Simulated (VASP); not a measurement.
# Na (Im-3m) in VASP: further runs, part 2 of 2

VASP 6.6.1. The steps go on from the part before.

## 3. Single point, PBEsol (volume scaled by 0.94)

The input, INCAR:

```
SYSTEM = Na
ALGO = Normal
EDIFF = 1E-7
ENCUT = 520
GGA = PS
ISIF = 2
ISMEAR = -1
LASPH = .True.
LCHARG = .False.
LREAL = .False.
LWAVE = .False.
NBANDS = 10
NELM = 100
PREC = Accurate
SIGMA = 0.05
```

The input, KPOINTS:

```
k-points
0
Gamma
  12 12 12
  0 0 0
```

The input, POSCAR:

```
Na
1.0
   -2.0742735852      2.0742735852      2.0742735852
    2.0742735852     -2.0742735852      2.0742735852
    2.0742735852      2.0742735852     -2.0742735852
Na
1
Direct
    0.0000000000      0.0000000000      0.0000000000
```

Potentials or basis: VASP PAW PBE potentials, release 64 (Na_pv).

The run is started by

```console
$ cat potpaw_PBE.64/Na_pv/POTCAR > POTCAR
$ mpirun -np 1 vasp_std > vasp.out
```

OUTCAR:

```text
SYSTEM = Na
   EDIFF = 1E-7
   ENCUT = 520
   GGA = PS
   ISIF = 2
   ISMEAR = -1
   LASPH = .True.
   LREAL = .False.
   NELM = 100
   PREC = Accurate

 ion  position               nearest neighbor table
   1  0.000  0.000  0.000-

  LATTYP: Found a body centered cubic cell.
 ALAT       =     4.1485471704

  Lattice vectors:

 A1 = (  -2.0742735852,   2.0742735852,   2.0742735852)
 A2 = (   2.0742735852,  -2.0742735852,   2.0742735852)
 A3 = (   2.0742735852,   2.0742735852,  -2.0742735852)

Analysis of symmetry for initial positions (statically):
=====================================================================
 Subroutine PRICEL returns:
 Original cell was already a primitive cell.

 Routine SETGRP: Setting up the symmetry group for a
 body centered cubic supercell.

 Subroutine GETGRP returns: Found 48 space group operations
 (whereof 48 operations were pure point group operations)
 out of a pool of 48 trial point group operations.

The static configuration has the point symmetry O_h .

Analysis of symmetry for dynamics (positions and initial velocities):
=====================================================================
 Subroutine PRICEL returns:
 Original cell was already a primitive cell.

 Routine SETGRP: Setting up the symmetry group for a
 body centered cubic supercell.

 Subroutine GETGRP returns: Found 48 space group operations
 (whereof 48 operations were pure point group operations)
 out of a pool of 48 trial point group operations.

The dynamic configuration has the point symmetry O_h .

 Subroutine INISYM returns: Found 48 space group operations
 (whereof 48 operations are pure point group operations),
 and found     1 'primitive' translations

----------------------------------------------------------------------------------------

                                     Primitive cell

  volume of cell :      35.6992

  direct lattice vectors                    reciprocal lattice vectors
    -2.074273585  2.074273585  2.074273585     0.000000000  0.241048241  0.241048241
     2.074273585 -2.074273585  2.074273585     0.241048241  0.000000000  0.241048241
     2.074273585  2.074273585 -2.074273585     0.241048241  0.241048241  0.000000000

  length of vectors
     3.592747238  3.592747238  3.592747238     0.340893692  0.340893692  0.340893692

  position of ions in fractional coordinates (direct lattice)
     0.000000000  0.000000000  0.000000000

  ion indices of the primitive-cell ions
   primitive index   ion index
                 1           1

----------------------------------------------------------------------------------------

 KPOINTS: k-points

Automatic generation of k-mesh.
 Grid dimensions read from file:
 generate k-points for:   12   12   12

 Generating k-lattice:

  Cartesian coordinates                     Fractional coordinates (reciprocal lattice)
     0.000000000  0.020087353  0.020087353     0.083333333  0.000000000  0.000000000
     0.020087353  0.000000000  0.020087353     0.000000000  0.083333333  0.000000000
     0.020087353  0.020087353  0.000000000     0.000000000  0.000000000  0.083333333

  Length of vectors
     0.028407808  0.028407808  0.028407808

  Shift w.r.t. Gamma in fractional coordinates (k-lattice)
     0.000000000  0.000000000  0.000000000

 Subroutine IBZKPT returns following result:
 ===========================================

 Found     72 irreducible k-points:

 Following reciprocal coordinates:
            Coordinates               Weight
  0.000000  0.000000  0.000000      1.000000
  0.083333  0.000000  0.000000     12.000000
  0.166667  0.000000  0.000000     12.000000
  0.250000  0.000000  0.000000     12.000000
  0.333333  0.000000  0.000000     12.000000
  0.416667  0.000000  0.000000     12.000000
[... 16 lines left out ...]
  0.333333  0.083333  0.083333     24.000000
  0.416667  0.083333  0.083333     12.000000
 [... further k-points ...]
   k-points           NKPTS =     72   k-points in BZ     NKDIM =     72   number of bands    NBANDS=     10
   number of dos      NEDOS =    301   number of ions     NIONS =      1
   total plane-waves  NPLWV =  21952
   dimension x,y,z NGX =    28 NGY =   28 NGZ =   28
   dimension x,y,z NGXF=    56 NGYF=   56 NGZF=   56
   ions per type =               1
   NGX,Y,Z   is equivalent  to a cutoff of  12.96, 12.96, 12.96 a.u.
   NGXF,Y,Z  is equivalent  to a cutoff of  25.91, 25.91, 25.91 a.u.
 SYSTEM =  Na
   PREC   = accura    normal or accurate (medium, high low for compatibility)
   ISTART =      0    job   : 0-new  1-cont  2-samecut
   ICHARG =      2    charge: 1-file 2-atom 10-const
   ISPIN  =      1    spin polarized calculation?
   LNONCOLLINEAR =      F non collinear calculations
   LSORBIT =      F    spin-orbit coupling
   LASPH  =      T    aspherical Exc in radial PAW
   ENCUT  =  520.0 eV  38.22 Ry    6.18 a.u.   6.68  6.68  6.68*2*pi/ulx,y,z
   NELM   =    100;   NELMIN=  2; NELMDL= -5     # of ELM steps
   EDIFF  = 0.1E-06   stopping-criterion for ELM
   LREAL  =      F    real-space projection
   EDIFFG = 0.1E-05   stopping-criterion for IOM
   NSW    =      0    number of steps for IOM
   IBRION =     -1    ionic relax: 0-MD 1-quasi-New 2-CG
   NFREE  =      0    steps in history (QN), initial steepest desc. (CG)
   ISIF   =      2    stress and relaxation
   ISYM   =      2    0-nonsym 1-usesym 2-fastsym
   POTIM  = 0.5000    time-step for ionic-motion
   TEBEG  =    0.0;   TEEND  =   0.0 temperature during run
   PSTRESS=    0.0 pullay stress
   NELECT =       7.0000    total number of electrons
   NUPDOWN=      -1.0000    fix difference up-down
   EMIN   =  10.00;   EMAX   =-10.00  energy-range for DOS
   EFERMI =   0.00;   METHOD = LEGACY
   ISMEAR =    -1;   SIGMA  =   0.05  broadening in eV -4-tet -1-fermi 0-gaus
   EFERMI_NEDOS =   21; number of points for ismear=-14 and -15
   IALGO  =     38    algorithm
   IMIX   =      4    mixing-type and parameters
     AMIX     =   0.40;   BMIX     =  1.00
     AMIX_MAG =   1.60;   BMIX_MAG =  1.00
  volume/ion in A,a.u.               =      35.70       240.91
  Fermi-wavevector in a.u.,A,eV,Ry     =   0.951090  1.797299 12.307444  0.904572
  Thomas-Fermi vector in A             =   2.079527
   LORBIT       =      0    0 simple, 1 ext, 2 COOP (PROOUT), +10 PAW based schemes
   GGA     = PS    functional components
   LHFCALC =     F    Hartree Fock is set to
   AEXX    =    0.0000 exact exchange contribution
   IVDW    =     0    specifies the selected vdW correction
   LEPSILON=     F    determine dielectric tensor
   LRPA    =     F    only Hartree local field effects (RPA)
 non-spin polarized calculation
  energy-cutoff  :      520.00
  volume of cell :       35.70
 maximum number of plane-waves:       976
   NGX = 13   NGY = 13   NGZ = 13

 number of electron       6.9999988 magnetization

 Free energy of the ion-electron system (eV)
  ---------------------------------------------------
  ext. energy  EPLUGINS =         0.00000000
  ---------------------------------------------------
  free energy    TOTEN  =        -1.39916850 eV

  energy without entropy =       -1.39387564  energy(sigma->0) =       -1.39652207

 E-fermi :   0.3767     XC(G=0):  -6.6014

 val. band max:        0.3400568880   @ k =  -0.3333   0.4167   0.1667
 cond. band min:       0.4538340286   @ k =   0.3333   0.1667   0.0000
 fundamental gap:      0.1137771406
 Fermi energy:         0.3767368330

 k-point     1 :       0.0000    0.0000    0.0000
  band No.  band energies     occupation
      1     -24.3415      2.00000
      2     -24.3415      2.00000
      3     -24.3415      2.00000
      4      -2.9439      2.00000
      5      12.3936      0.00000
      6      12.3936      0.00000
      7      12.3936      0.00000
      8      13.4209      0.00000
      9      13.4209      0.00000
     10      13.9791      0.00000

 k-point     2 :       0.0833    0.0000    0.0000
  band No.  band energies     occupation
      1     -24.3443      2.00000
      2     -24.3424      2.00000
      3     -24.3415      2.00000
      4      -2.8182      2.00000
      5      10.8680      0.00000
      6      11.6506      0.00000
      7      11.9607      0.00000
      8      12.5377      0.00000
      9      12.8517      0.00000
     10      14.3795      0.00000
[... 274 lines left out ...]
 k-point    24 :       0.4167    0.0833    0.0833
  band No.  band energies     occupation
      1     -24.3799      2.00000
      2     -24.3569      2.00000
      3     -24.3441      2.00000
      4       1.3930      0.00000
      5       1.9176      0.00000
      6       6.7566      0.00000
      7       7.9725      0.00000
      8      12.3838      0.00000
      9      13.2481      0.00000
     10      17.1575      0.00000

 [... further k-points ...]
[... 5 lines left out ...]
  --------------------------------------------------------------------------------------
  -------------------------------------------------------------------------------------
  Total        0.0314953      0.0314953      0.0314953     -0.0000000      0.0000000      0.0000000
  in kB        1.4135060      1.4135060      1.4135060     -0.0000000      0.0000000      0.0000000
  external PRESSURE =       1.4135060 kB  Pullay stress =       0.0000000 kB

 VOLUME and BASIS-vectors are now :
 -----------------------------------------------------------------------------
  energy-cutoff  :      520.00
  volume of cell :       35.70
      direct lattice vectors                 reciprocal lattice vectors
    -2.074273585  2.074273585  2.074273585     0.000000000  0.241048241  0.241048241
     2.074273585 -2.074273585  2.074273585     0.241048241  0.000000000  0.241048241
     2.074273585  2.074273585 -2.074273585     0.241048241  0.241048241  0.000000000

 POSITION                                       TOTAL-FORCE (eV/Angst)
 -----------------------------------------------------------------------------------
      0.00000      0.00000      0.00000         0.000000     -0.000000      0.000000
 -----------------------------------------------------------------------------------
    total drift:                               -0.000000      0.000000      0.000000

  FREE ENERGIE OF THE ION-ELECTRON SYSTEM (eV)
  ---------------------------------------------------
  free  energy   TOTEN  =        -1.3991685026 eV

  energy  without entropy=       -1.3938756411  energy(sigma->0) =       -1.39652207
```

It took 18 s on 1 thread of AMD EPYC 7R43 (Zen 3), shared host; peak memory 0.13 GiB.

Results:

- Free energy: -1.3992 eV
- Pressure: 0.1 GPa

Levels at points of the mesh, in eV from the Fermi level:
```tsv
k point	band 1	band 2	band 3	band 4	band 5	band 6
(0.00, 0.00, 0.00)	-24.72	-24.72	-24.72	-3.32	12.02	12.02
(0.50, 0.00, 0.00)	-24.76	-24.73	-24.72	0.80	1.30	8.40
(0.50, 0.50, 0.50)	-24.75	-24.75	-24.75	4.61	4.61	5.06
```

Caveat: the PAW data sets were made with another functional, which shifts forces and pressure a little.
